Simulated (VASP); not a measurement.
A run of VASP 6.6.1:

File INCAR:

```
PREC = Accurate
ENCUT = 520
EDIFF = 1E-8
ISMEAR = -1
SIGMA = 0.02
LREAL = F
LASPH = T
NELM = 60
ALGO = Normal
ISIF = 2
LWAVE = F
LCHARG = F
GGA = PE
LEFG = T
NBANDS = 16
```

File KPOINTS:

```
regular mesh
0
Gamma
  8 8 8
```

The input POSCAR:

```
InP
1.0
    0.0000000000      2.9305000000      2.9305000000
    2.9305000000      0.0000000000      2.9305000000
    2.9305000000      2.9305000000      0.0000000000
In P
1 1
Direct
    0.0000000000      0.0000000000      0.0000000000
    0.2500000000      0.2500000000      0.2500000000
```

Potentials or basis: VASP PAW PBE potentials, release 64 (In_d, P).

Launch:

```console
$ cat potpaw_PBE.64/In_d/POTCAR potpaw_PBE.64/P/POTCAR > POTCAR
$ mpirun -np 1 vasp_std > vasp.out
```

Hardware: 1 thread of Intel(R) Xeon(R) Platinum 8259CL CPU @ 2.50GHz (Skylake/Cascade Lake), on a shared host.

**Question.** How long does it take, and how much memory?

**Answer.** It took 26 s on 1 thread of Intel(R) Xeon(R) Platinum 8259CL CPU @ 2.50GHz (Skylake/Cascade Lake), on a shared host, peak memory 0.18 GiB. Counts: scf iterations 16, k points 29.
